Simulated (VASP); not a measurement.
Al3WO2:

```xyz
6
Lattice="3.1903 0.0000 0.0000 -1.5951 2.7628 0.0000 0.0000 0.0000 7.6491" Properties=species:S:1:pos:R:3 pbc="T T T"
Al    0.0000    1.8419    5.5078
Al    1.5951    0.9209    2.1412
Al    0.0000    0.0000    3.8245
W     0.0000    0.0000    0.0000
O     0.0000    1.8419    2.9829
O     1.5951    0.9209    4.6662
```

- Program: VASP 6.6.1
- Task: relaxation of cell and atoms
- Functional: PBE
- Potentials or basis: VASP PAW PBE potentials, release 64 (Al, W_sv, O)
- Cutoff: 600 eV
- k mesh: 6 × 6 × 2
- Occupations: gaussian, width 0.1 eV
- Spin: no spin polarisation

At the start: pressure 22.8 GPa; volume 11.24 Å³/atom.

How do energy, volume and symmetry change on relaxing?

Over 14 steps the energy falls by 1258.6 meV/atom and the volume is 12.03 Å³/atom (+7.1 %); space group P-3m1 (No. 164, to 0.05 Å).

Step by step:
```csv
step,energy change (eV),largest force (eV/Å),pressure (GPa),volume (Å³)
1,0.0000,6.1871,22.81,67.42
2,-3.3276,2.7175,-17.13,84.10
3,-3.3785,2.4082,-19.81,86.66
4,-6.5600,0.8838,-11.24,79.61
5,-6.8527,1.6703,-4.72,77.43
6,-6.8616,1.8297,-3.17,77.01
7,-7.4646,0.9047,-1.17,73.86
8,-7.4851,0.7761,-0.35,73.18
9,-7.5380,0.3519,-0.93,72.88
10,-7.5486,0.1368,-1.24,72.66
11,-7.5487,0.1278,-1.21,72.67
12,-7.5490,0.0519,1.50,71.63
13,-7.5512,0.0441,0.18,72.14
14,-7.5518,0.0174,0.07,72.18
```

Final structure:
```cif
data_structure
_symmetry_space_group_name_H-M 'P 1'
_symmetry_Int_Tables_number 1
_cell_length_a 2.8773
_cell_length_b 2.8773
_cell_length_c 10.0670
_cell_angle_alpha 90.000
_cell_angle_beta 90.000
_cell_angle_gamma 120.000
_cell_volume 72.18
loop_
_atom_site_label
_atom_site_type_symbol
_atom_site_fract_x
_atom_site_fract_y
_atom_site_fract_z
_atom_site_occupancy
Al1 Al 0.33333 0.66667 0.79358 1
Al2 Al 0.66667 0.33333 0.20642 1
Al3 Al 0.00000 0.00000 0.50000 1
W1 W 0.00000 0.00000 0.00000 1
O1 O 0.33333 0.66667 0.40100 1
O2 O 0.66667 0.33333 0.59900 1
```

Caveat: the k points lie up to 0.42 Å⁻¹ apart in the final cell; an odd number of electrons without spin polarisation forces a metal; a magnetic or distorted state may lie lower.
